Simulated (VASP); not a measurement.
# N2 in VASP: notebook

Runs on N2. Level: PBE+D3(BJ). Tasks: single point, relaxation of the atoms.

All numbers are computed with VASP 6.6.1; they aren't measurements. Logs are shortened: lines on timing, memory, paths and dates and some standing lists are left out, and cuts for length are marked.

**1. The cell of the first run**

The cell holds a molecule in a box, 2 atoms: a = 15.000 Å, b = 15.500 Å, c = 16.000 Å, α = 90.00°, β = 90.00°, γ = 90.00°.

**2. Single point, PBE+D3(BJ)**

File INCAR:

```
PREC = Accurate
ENCUT = 520
EDIFF = 1E-6
ISMEAR = 0
SIGMA = 0.005
LREAL = F
LASPH = T
NELM = 120
ALGO = Normal
ISIF = 2
LWAVE = F
LCHARG = F
GGA = PE
IVDW = 12
ISYM = 0
NBANDS = 12
GGA_COMPAT = F
NELMDL = -8
```

File KPOINTS:

```
regular mesh
0
Gamma
  1 1 1
```

File POSCAR:

```
N
1.0
   15.0000000000      0.0000000000      0.0000000000
    0.0000000000     15.5000000000      0.0000000000
    0.0000000000      0.0000000000     16.0000000000
N
2
Direct
    0.5018589499      0.4990148468      0.4656156137
    0.4981410501      0.5009851532      0.5343843863
```

Potentials or basis: VASP PAW PBE potentials, release 64 (N).

The run is started by

```bash
$ cat potpaw_PBE.64/N/POTCAR > POTCAR
$ mpirun -np 1 vasp_gam > vasp.out
```

OUTCAR:

```text
PREC = Accurate
   ENCUT = 520
   EDIFF = 1E-6
   ISMEAR = 0
   LREAL = F
   LASPH = T
   NELM = 120
   ISIF = 2
   GGA = PE
   IVDW = 12
   ISYM = 0
   NELMDL = -8
 IVDW          = 12

 ion  position               nearest neighbor table
   1  0.502  0.499  0.466-   2 1.10
   2  0.498  0.501  0.534-   1 1.10

IMPORTANT INFORMATION: All symmetrisations will be switched off!
NOSYMM: (Re-)initialisation of all symmetry stuff for point group C_1.

----------------------------------------------------------------------------------------

                                     Primitive cell

  volume of cell :    3720.0000

  direct lattice vectors                    reciprocal lattice vectors
    15.000000000  0.000000000  0.000000000     0.066666667  0.000000000  0.000000000
     0.000000000 15.500000000  0.000000000     0.000000000  0.064516129  0.000000000
     0.000000000  0.000000000 16.000000000     0.000000000  0.000000000  0.062500000

  length of vectors
    15.000000000 15.500000000 16.000000000     0.066666667  0.064516129  0.062500000

  position of ions in fractional coordinates (direct lattice)
     0.501858950  0.499014847  0.465615614
     0.498141050  0.500985153  0.534384386

  ion indices of the primitive-cell ions
   primitive index   ion index
                 1           1
                 2           2

----------------------------------------------------------------------------------------

 KPOINTS: regular mesh

Automatic generation of k-mesh.
 Grid dimensions read from file:
 generate k-points for:    1    1    1

 Generating k-lattice:

  Cartesian coordinates                     Fractional coordinates (reciprocal lattice)
     0.066666667  0.000000000  0.000000000     1.000000000  0.000000000  0.000000000
     0.000000000  0.064516129  0.000000000     0.000000000  1.000000000  0.000000000
     0.000000000  0.000000000  0.062500000     0.000000000  0.000000000  1.000000000

  Length of vectors
     0.066666667  0.064516129  0.062500000

  Shift w.r.t. Gamma in fractional coordinates (k-lattice)
     0.000000000  0.000000000  0.000000000

 Subroutine IBZKPT returns following result:
 ===========================================

 Found      1 irreducible k-points:

 Following reciprocal coordinates:
            Coordinates               Weight
  0.000000  0.000000  0.000000      1.000000
   k-points           NKPTS =      1   k-points in BZ     NKDIM =      1   number of bands    NBANDS=     12
   number of dos      NEDOS =    301   number of ions     NIONS =      2
   total plane-waves  NPLWV = ******
   dimension x,y,z NGX =   112 NGY =  120 NGZ =  120
   dimension x,y,z NGXF=   224 NGYF=  240 NGZF=  240
   ions per type =               2
   NGX,Y,Z   is equivalent  to a cutoff of  12.41, 12.87, 12.47 a.u.
   NGXF,Y,Z  is equivalent  to a cutoff of  24.83, 25.74, 24.94 a.u.
 SYSTEM =  unknown system
   PREC   = accura    normal or accurate (medium, high low for compatibility)
   ISTART =      0    job   : 0-new  1-cont  2-samecut
   ICHARG =      2    charge: 1-file 2-atom 10-const
   ISPIN  =      1    spin polarized calculation?
   LNONCOLLINEAR =      F non collinear calculations
   LSORBIT =      F    spin-orbit coupling
   LASPH  =      T    aspherical Exc in radial PAW
   ENCUT  =  520.0 eV  38.22 Ry    6.18 a.u.  27.89 28.82 29.75*2*pi/ulx,y,z
   NELM   =    120;   NELMIN=  2; NELMDL= -8     # of ELM steps
   EDIFF  = 0.1E-05   stopping-criterion for ELM
   LREAL  =      F    real-space projection
   EDIFFG = 0.1E-04   stopping-criterion for IOM
   NSW    =      0    number of steps for IOM
   IBRION =     -1    ionic relax: 0-MD 1-quasi-New 2-CG
   NFREE  =      0    steps in history (QN), initial steepest desc. (CG)
   ISIF   =      2    stress and relaxation
   ISYM   =      0    0-nonsym 1-usesym 2-fastsym
   POTIM  = 0.5000    time-step for ionic-motion
   TEBEG  =    0.0;   TEEND  =   0.0 temperature during run
   PSTRESS=    0.0 pullay stress
   NELECT =      10.0000    total number of electrons
   NUPDOWN=      -1.0000    fix difference up-down
   EMIN   =  10.00;   EMAX   =-10.00  energy-range for DOS
   EFERMI =   0.00;   METHOD = LEGACY
   ISMEAR =     0;   SIGMA  =   0.01  broadening in eV -4-tet -1-fermi 0-gaus
   EFERMI_NEDOS =   21; number of points for ismear=-14 and -15
   IALGO  =     38    algorithm
   IMIX   =      4    mixing-type and parameters
     AMIX     =   0.40;   BMIX     =  1.00
     AMIX_MAG =   1.60;   BMIX_MAG =  1.00
  volume/ion in A,a.u.               =    1860.00     12551.90
  Fermi-wavevector in a.u.,A,eV,Ry     =   0.227629  0.430156  0.704984  0.051815
  Thomas-Fermi vector in A             =   1.017343
   LORBIT       =      0    0 simple, 1 ext, 2 COOP (PROOUT), +10 PAW based schemes
   GGA     = PE    functional components
   LHFCALC =     F    Hartree Fock is set to
   AEXX    =    0.0000 exact exchange contribution
   IVDW    =    12    specifies the selected vdW correction
   LEPSILON=     F    determine dielectric tensor
   LRPA    =     F    only Hartree local field effects (RPA)
 non-spin polarized calculation
 Gauss-broadening in eV      SIGMA  =   0.01
  energy-cutoff  :      520.00
  volume of cell :     3720.00
 maximum number of plane-waves:     50071
 NGX is ok and might be reduce to   112
   NGX = 55   NGY = 57   NGZ = 59

 number of electron      10.0000000 magnetization

 Free energy of the ion-electron system (eV)
  ---------------------------------------------------
  ext. energy  EPLUGINS =         0.00000000
  ---------------------------------------------------
  free energy    TOTEN  =       -16.64242822 eV

  energy without entropy =      -16.64242822  energy(sigma->0) =      -16.64242822

 E-fermi : -10.1285     XC(G=0):  -0.1849

 val. band max:      -10.1832324115   @ k =   0.0000   0.0000   0.0000
 cond. band min:      -1.9840801301   @ k =   0.0000   0.0000   0.0000
 fundamental gap:      8.1991522814
 Fermi energy:       -10.1285443944

 k-point     1 :       0.0000    0.0000    0.0000
  band No.  band energies     occupation
      1     -28.3377      2.00000
      2     -13.4495      2.00000
      3     -11.6051      2.00000
      4     -11.6051      2.00000
      5     -10.1832      2.00000
      6      -1.9841      0.00000
      7      -1.9841      0.00000
      8      -0.1287      0.00000
      9       0.3750      0.00000
     10       0.4847      0.00000
     11       0.5064      0.00000
     12       0.6002      0.00000

------------------------ aborting loop because EDIFF is reached ----------------------------------------

 Edisp (eV)   -0.01180

 E8    (eV) :    -0.0035

  FORCE on cell =-STRESS in cart. coord.  units (eV):
  Direction    XX          YY          ZZ          XY          YZ          ZX
  --------------------------------------------------------------------------------------
  -------------------------------------------------------------------------------------
  Total      -0.05254    -0.05602     1.82758    -0.00265     0.05229    -0.09554
  in kB      -0.02263    -0.02413     0.78713    -0.00114     0.02252    -0.04115
  external pressure =        0.25 kB  Pullay stress =        0.00 kB

 VOLUME and BASIS-vectors are now :
 -----------------------------------------------------------------------------
  energy-cutoff  :      520.00
  volume of cell :     3720.00
      direct lattice vectors                 reciprocal lattice vectors
    15.000000000  0.000000000  0.000000000     0.066666667  0.000000000  0.000000000
     0.000000000 15.500000000  0.000000000     0.000000000  0.064516129  0.000000000
     0.000000000  0.000000000 16.000000000     0.000000000  0.000000000  0.062500000

 POSITION                                       TOTAL-FORCE (eV/Angst)
 -----------------------------------------------------------------------------------
      7.52788      7.73473      7.44985         0.088128     -0.048277     -1.738907
      7.47212      7.76527      8.55015        -0.088128      0.048277      1.738907
 -----------------------------------------------------------------------------------
    total drift:                               -0.000000      0.000000     -0.000002

  FREE ENERGIE OF THE ION-ELECTRON SYSTEM (eV)
  ---------------------------------------------------
  free  energy   TOTEN  =       -16.6542316582 eV

  energy  without entropy=      -16.6542316582  energy(sigma->0) =      -16.65423166
```

Run time: 4.6 min. Hardware: 1 thread of Intel Xeon Platinum 8488C (Sapphire Rapids), shared host; peak memory 2 GiB.

Results:

| Item | Value |
| --- | --- |
| Free energy | -16.6542 eV |
| Largest force | 1.742 eV/Å |
| Gap between the frontier levels | 8.20 eV |
| Dispersion energy per atom | -0.006 eV |

Forces on the atoms (eV/Å):
```
N    0.088 -0.048 -1.739
N   -0.088  0.048  1.739
```

Caveat: the standard files for N, O and F lose accuracy on very short bonds.

**3. Relaxation of the atoms, PBE+D3(BJ)**

File INCAR:

```
SYSTEM = N
PREC = Accurate ; ENCUT = 520
EDIFF = 1E-7 ; ISMEAR = 0
SIGMA = 0.005 ; LREAL = .False.
LASPH = .True. ; NELM = 120
ALGO = Normal ; ISIF = 2
LWAVE = .False. ; LCHARG = .False.
GGA = PE ; IVDW = 12
IBRION = 2 ; NSW = 100
EDIFFG = -0.01 ; ISYM = 0
GGA_COMPAT = .False. ; NELMIN = 4
NELMDL = -8
```

File KPOINTS:

```
Automatic mesh
0
Gamma
  1 1 1
  0 0 0
```

File POSCAR:

```
N
1.0
   15.0000000000      0.0000000000      0.0000000000
    0.0000000000     15.5000000000      0.0000000000
    0.0000000000      0.0000000000     16.0000000000
N
2
Direct
    0.5017982093      0.4990469909      0.4667333543
    0.4982017907      0.5009530091      0.5332666457
```

Potentials or basis: VASP PAW PBE potentials, release 64 (N).

The run is started by

```bash
$ cat potpaw_PBE.64/N/POTCAR > POTCAR
$ mpirun -np 1 vasp_gam > vasp.out
```

It took 32 min on 1 thread of Intel Xeon Platinum 8488C (Sapphire Rapids), shared host; peak memory 2.1 GiB.

The run converged. Its results:

```
Free energy                     : -16.6637 eV
Largest force after relaxing    : 0.007 eV/Å
Gap between the frontier levels : 8.07 eV
Dispersion energy per atom      : -0.006 eV
```

Forces in eV/Å, atoms in the order of the input:
```
N    0.000  0.000 -0.007
N    0.000  0.000  0.007
```

Final structure:
```
N
1.0
    15.00000    0.00000    0.00000
     0.00000   15.50000    0.00000
     0.00000    0.00000   16.00000
N
2
Direct
  0.50188 0.49901 0.46527
  0.49812 0.50099 0.53473
```

Levels at points of the mesh, in eV from the valence-band top:
```csv
k point,band 2,band 3,band 4,band 5,band 6,band 7,band 8,band 9
"(0.00, 0.00, 0.00)",-3.35,-1.34,-1.34,0.00,8.07,8.07,10.05,10.56
```

Caveat: the standard files for N, O and F lose accuracy on very short bonds.
